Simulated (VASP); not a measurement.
Crystal: MgS.

```
Mg S
1.0
     0.00000    2.94411    2.65687
     2.94411    0.00000    2.65687
     2.94411    2.94411    0.00000
Mg S
1 1
Direct
  0.00000 0.00000 0.00000
  0.25000 0.25000 0.25000
```

This cell differs from its parent crystal: epitaxial xy strain +4.0%.

Base run:

| Property | Result |
| --- | --- |
| Program | VASP 6.6.1 |
| Functional | HSE06 |
| Potentials or basis | VASP PAW PBE potentials, release 64 (Mg, S) |
| Cutoff | 520 eV |
| k mesh | 6 × 6 × 6 |
| Occupations | gaussian, width 0.01 eV |
| Spin | no spin polarisation |

Its results: band gap on the k mesh 4.24 eV, direct; pressure -1.3 GPa.

Problem. The run is repeated on the same cell with these changes: functional from HSE06 to r2SCAN; k mesh from 6 × 6 × 6 to 8 × 8 × 8. What comes out?

Solution. Band gap on the k mesh 3.86 eV, direct; pressure -1.4 GPa.

Several settings changed at once, so the effect can't be laid on one alone.

Caveats: the PAW data sets were made with another functional, which shifts forces and pressure a little.

A k mesh can miss the band edges.
